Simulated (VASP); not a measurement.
# BN (zinc blende) (F-43m) in VASP: a series of runs, part 2 of 2

VASP 6.6.1. The steps go on from the part before.

### 3 Vibrations by perturbation theory, PBE

This run uses another cell than the first one, of 5.91 Å³/atom, 1.042 times its volume.

File INCAR:

```
PREC = Accurate
ENCUT = 600
EDIFF = 1E-8
ISMEAR = 0
SIGMA = 0.01
LREAL = False
LASPH = True
NELM = 120
ALGO = Normal
ISIF = 2
LWAVE = False
LCHARG = True
GGA = PE
NBANDS = 11
IBRION = 8
NSW = 1
GGA_COMPAT = False
```

File KPOINTS:

```
Automatic mesh
0
Gamma
  10 10 10
```

File POSCAR:

```
BN
1.0
    0.0000000000      1.8076000000      1.8076000000
    1.8076000000      0.0000000000      1.8076000000
    1.8076000000      1.8076000000      0.0000000000
B N
1 1
Direct
    0.0000000000      0.0000000000      0.0000000000
    0.2500000000      0.2500000000      0.2500000000
```

Potentials or basis: VASP PAW PBE potentials, release 64 (B, N).

The run is started by

```bash
$ cat potpaw_PBE.64/B/POTCAR potpaw_PBE.64/N/POTCAR > POTCAR
$ mpirun -np 1 vasp_std > vasp.out
```

OUTCAR:

```text
PREC = Accurate
   ENCUT = 600
   EDIFF = 1E-8
   ISMEAR = 0
   LREAL = False
   LASPH = True
   NELM = 120
   ISIF = 2
   GGA = PE
   IBRION = 8
   NSW = 1

 ion  position               nearest neighbor table
   1  0.000  0.000  0.000-   2 1.57   2 1.57   2 1.57   2 1.57
   2  0.250  0.250  0.250-   1 1.57   1 1.57   1 1.57   1 1.57

  LATTYP: Found a face centered cubic cell.
 ALAT       =     3.6152000000

  Lattice vectors:

 A1 = (   0.0000000000,   1.8076000000,   1.8076000000)
 A2 = (   1.8076000000,   0.0000000000,   1.8076000000)
 A3 = (   1.8076000000,   1.8076000000,   0.0000000000)

Analysis of symmetry for initial positions (statically):
=====================================================================
 Subroutine PRICEL returns:
 Original cell was already a primitive cell.

 Routine SETGRP: Setting up the symmetry group for a
 face centered cubic supercell.

 Subroutine GETGRP returns: Found 24 space group operations
 (whereof 24 operations were pure point group operations)
 out of a pool of 48 trial point group operations.

The static configuration has the point symmetry T_d .

Analysis of symmetry for dynamics (positions and initial velocities):
=====================================================================
 Subroutine PRICEL returns:
 Original cell was already a primitive cell.

 Routine SETGRP: Setting up the symmetry group for a
 face centered cubic supercell.

 Subroutine GETGRP returns: Found 24 space group operations
 (whereof 24 operations were pure point group operations)
 out of a pool of 48 trial point group operations.

The dynamic configuration has the point symmetry T_d .

 Subroutine INISYM returns: Found 24 space group operations
 (whereof 24 operations are pure point group operations),
 and found     1 'primitive' translations

----------------------------------------------------------------------------------------

                                     Primitive cell

  volume of cell :      11.8124

  direct lattice vectors                    reciprocal lattice vectors
     0.000000000  1.807600000  1.807600000    -0.276609869  0.276609869  0.276609869
     1.807600000  0.000000000  1.807600000     0.276609869 -0.276609869  0.276609869
     1.807600000  1.807600000  0.000000000     0.276609869  0.276609869 -0.276609869

  length of vectors
     2.556332435  2.556332435  2.556332435     0.479102348  0.479102348  0.479102348

  position of ions in fractional coordinates (direct lattice)
     0.000000000  0.000000000  0.000000000
     0.250000000  0.250000000  0.250000000

  ion indices of the primitive-cell ions
   primitive index   ion index
                 1           1
                 2           2

[... 140 lines left out ...]
     11      35.1648      0.00000
[... 309 lines left out ...]
 k-point    24 :       0.4000    0.3000    0.0000
  band No.  band energies     occupation
      1      -9.0556      2.00000
      2       0.6245      2.00000
      3       2.8898      2.00000
      4       3.3287      2.00000
      5      13.4994      0.00000
      6      18.0371      0.00000
      7      22.8767      0.00000
      8      22.9741      0.00000
      9      27.1049      0.00000
     10      34.4817      0.00000
     11      39.1882      0.00000

 [... further k-points ...]

------------------------ aborting loop because EDIFF is reached ----------------------------------------

  FORCE on cell =-STRESS in cart. coord.  units (eV):
  Direction    XX          YY          ZZ          XY          YZ          ZX
  --------------------------------------------------------------------------------------
  -------------------------------------------------------------------------------------
  Total        0.2172595      0.2172595      0.2172595      0.0000000      0.0000000      0.0000000
  in kB       29.4681181     29.4681181     29.4681181      0.0000000      0.0000000      0.0000000
  external PRESSURE =      29.4681181 kB  Pullay stress =       0.0000000 kB

 VOLUME and BASIS-vectors are now :
 -----------------------------------------------------------------------------
  energy-cutoff  :      600.00
  volume of cell :       11.81
      direct lattice vectors                 reciprocal lattice vectors
     0.000000000  1.807600000  1.807600000    -0.276609869  0.276609869  0.276609869
     1.807600000  0.000000000  1.807600000     0.276609869 -0.276609869  0.276609869
     1.807600000  1.807600000  0.000000000     0.276609869  0.276609869 -0.276609869

 POSITION                                       TOTAL-FORCE (eV/Angst)
 -----------------------------------------------------------------------------------
      0.00000      0.00000      0.00000         0.000000      0.000000      0.000000
      0.90380      0.90380      0.90380        -0.000000     -0.000000     -0.000000
 -----------------------------------------------------------------------------------
    total drift:                                0.000000      0.000000      0.000000

  FREE ENERGIE OF THE ION-ELECTRON SYSTEM (eV)
  ---------------------------------------------------
  free  energy   TOTEN  =       -17.4534547364 eV

  energy  without entropy=      -17.4534547364  energy(sigma->0) =      -17.45345474

[... ionic steps 2 to 3 ...]

--------------------------------------- Ionic step        4  -------------------------------------------

------------------------ aborting loop because EDIFF is reached ----------------------------------------

[... ionic steps 5 to 6 ...]

--------------------------------------- Ionic step        7  -------------------------------------------

 Free energy of the ion-electron system (eV)
  ---------------------------------------------------
  ---------------------------------------------------
  free energy    TOTEN  =        -0.23063596 eV

  energy without entropy =       -0.23063596

------------------------ aborting loop because EDIFF is reached ----------------------------------------

 INTERNAL STRAIN TENSOR  FOR ION    2  DIRECTION 1   (eV/Angst):
 -----------------------------------------------------------------------------
    -0.02026  0.00000  0.00000
     0.00000  0.01142 -1.80612
     0.00000 -1.80612  0.01142

 INTERNAL STRAIN TENSOR FOR ION    2 for displacements in x,y,z  (eV/Angst):
          X           Y           Z          XY          YZ          ZX
  --------------------------------------------------------------------------------
  x    -0.00000     0.00000     0.00000     0.00000    -1.80612     0.00000
  y    -0.00000     0.00000    -0.00000     0.00000     0.00000    -1.80612
  z     0.00000     0.00000    -0.00000    -1.80612     0.00000     0.00000

 SECOND DERIVATIVES (NOT SYMMETRIZED)
 ------------------------------------
               1X          1Y          1Z          2X          2Y          2Z
  1X   -24.240781    0.000000    0.000000   24.240781    0.000000    0.000000
  1Y     0.000000  -24.240781    0.000000    0.000000   24.240781    0.000000
  1Z     0.000000    0.000000  -24.240781    0.000000    0.000000   24.240781
  2X    24.245109    0.000000    0.000000  -24.245109    0.000000    0.000000
  2Y     0.000000   24.245109    0.000000    0.000000  -24.245109    0.000000
  2Z     0.000000    0.000000   24.245109    0.000000    0.000000  -24.245109

 Eigenvectors and eigenvalues of the dynamical matrix
 ----------------------------------------------------

   1 f  =   31.164441 THz   195.811960 2PiTHz 1039.533869 cm-1   128.885715 meV
             X         Y         Z           dx          dy          dz
      0.000000  0.000000  0.000000     0.532344    0.529952    0.000000
      0.903800  0.903800  0.903800    -0.467827   -0.465724    0.000000
[... 21 lines left out ...]
   6 f/i=    0.001379 THz     0.008666 2PiTHz    0.046006 cm-1     0.005704 meV
             X         Y         Z           dx          dy          dz
      0.000000  0.000000  0.000000     0.077332    0.087601   -0.649697
      0.903800  0.903800  0.903800     0.087997    0.099682   -0.739297

--------------------------------------------------------------------------------------------------------

 ELASTIC MODULI CONTR FROM IONIC RELAXATION (kBar)
 Direction    XX          YY          ZZ          XY          YZ          ZX
 --------------------------------------------------------------------------------
 XX          -0.0000      0.0000      0.0000      0.0000     -0.0000     -0.0000
 YY           0.0000     -0.0000      0.0000      0.0000      0.0000      0.0000
 ZZ           0.0000      0.0000     -0.0000     -0.0000      0.0000     -0.0000
 XY           0.0000      0.0000     -0.0000    -16.4366      0.0000      0.0000
 YZ          -0.0000      0.0000      0.0000      0.0000    -16.4366      0.0000
 ZX          -0.0000      0.0000     -0.0000      0.0000      0.0000    -16.4366
 --------------------------------------------------------------------------------
```

Wall time 36 s (1 thread of Intel Xeon Platinum 8559C (Emerald Rapids), shared host); peak memory 0.17 GiB.

Results:

```yaml
Highest_phonon_frequency_at_Γ_LO-TO_splitting_left_out: 1040 cm⁻¹
```

Phonon frequencies in cm⁻¹ (negative: imaginary):
| q point | frequencies |
| --- | --- |
| (0.000, 0.000, 0.000) | 0 0 0 1040 1040 1040 |

Caveat: the cell wasn't relaxed at this level first, which shifts response properties.

### 4 Vibrations by perturbation theory, PBE

This run uses another cell than the first one, of 6.08 Å³/atom, 1.073 times its volume.

File INCAR:

```
SYSTEM = BN
ALGO = Normal
EDIFF = 1E-8
ENCUT = 600
GGA = PE
GGA_COMPAT = .False.
IBRION = 8
ISIF = 2
ISMEAR = 0
LASPH = .True.
LCHARG = .False.
LREAL = .False.
LWAVE = .False.
NBANDS = 11
NELM = 120
NSW = 1
PREC = Accurate
SIGMA = 0.01
```

File KPOINTS:

```
k-points
0
Gamma
  10 10 10
  0 0 0
```

File POSCAR:

```
BN
1.0
    0.0000000000      1.8254981937      1.8254981937
    1.8254981937      0.0000000000      1.8254981937
    1.8254981937      1.8254981937      0.0000000000
B N
1 1
Direct
    0.0000000000      0.0000000000      0.0000000000
    0.2500000000      0.2500000000      0.2500000000
```

Potentials or basis: VASP PAW PBE potentials, release 64 (B, N).

The run is started by

```bash
$ cat potpaw_PBE.64/B/POTCAR potpaw_PBE.64/N/POTCAR > POTCAR
$ mpirun -np 1 vasp_std > vasp.out
```

OUTCAR:

```text
SYSTEM = BN
   EDIFF = 1E-8
   ENCUT = 600
   GGA = PE
   IBRION = 8
   ISIF = 2
   ISMEAR = 0
   LASPH = .True.
   LREAL = .False.
   NELM = 120
   NSW = 1
   PREC = Accurate

 ion  position               nearest neighbor table
   1  0.000  0.000  0.000-   2 1.58   2 1.58   2 1.58   2 1.58
   2  0.250  0.250  0.250-   1 1.58   1 1.58   1 1.58   1 1.58

  LATTYP: Found a face centered cubic cell.
 ALAT       =     3.6509963874
[... 594 lines left out ...]
 ------------------------------------
               1X          1Y          1Z          2X          2Y          2Z
  1X   -22.540463    0.000000    0.000000   22.540463    0.000000    0.000000
  1Y     0.000000  -22.540463    0.000000    0.000000   22.540463    0.000000
  1Z     0.000000    0.000000  -22.540463    0.000000    0.000000   22.540463
  2X    22.544013    0.000000    0.000000  -22.544013    0.000000    0.000000
  2Y     0.000000   22.544013    0.000000    0.000000  -22.544013    0.000000
  2Z     0.000000    0.000000   22.544013    0.000000    0.000000  -22.544013

 Eigenvectors and eigenvalues of the dynamical matrix
 ----------------------------------------------------

   1 f  =   30.051453 THz   188.818845 2PiTHz 1002.408559 cm-1   124.282766 meV
             X         Y         Z           dx          dy          dz
      0.000000  0.000000  0.000000     0.000000    0.751162    0.000000
      0.912749  0.912749  0.912749     0.000000   -0.660118    0.000000
[... 21 lines left out ...]
   6 f/i=    0.001173 THz     0.007371 2PiTHz    0.039131 cm-1     0.004852 meV
             X         Y         Z           dx          dy          dz
      0.000000  0.000000  0.000000     0.000000    0.000000   -0.660118
      0.912749  0.912749  0.912749     0.000000    0.000000   -0.751162

--------------------------------------------------------------------------------------------------------

 ELASTIC MODULI CONTR FROM IONIC RELAXATION (kBar)
 Direction    XX          YY          ZZ          XY          YZ          ZX
 --------------------------------------------------------------------------------
 XX          -0.0000      0.0000      0.0000      0.0000     -0.0000     -0.0000
 YY           0.0000     -0.0000      0.0000      0.0000      0.0000      0.0000
 ZZ           0.0000      0.0000     -0.0000     -0.0000      0.0000     -0.0000
 XY           0.0000      0.0000     -0.0000     -0.5743      0.0000     -0.0000
 YZ          -0.0000      0.0000      0.0000      0.0000     -0.5743      0.0000
 ZX          -0.0000      0.0000     -0.0000     -0.0000      0.0000     -0.5743
 --------------------------------------------------------------------------------
```

Wall time 40 s (1 thread of Intel Xeon Platinum 8559C (Emerald Rapids), shared host); peak memory 0.18 GiB.

What came out:

```yaml
Highest_phonon_frequency_at_Γ_LO-TO_splitting_left_out: 1002 cm⁻¹
```

Phonon frequencies in cm⁻¹ (negative: imaginary):
| q point | frequencies |
| --- | --- |
| (0.000, 0.000, 0.000) | 0 0 0 1002 1002 1002 |

Caveat: the cell wasn't relaxed at this level first, which shifts response properties.
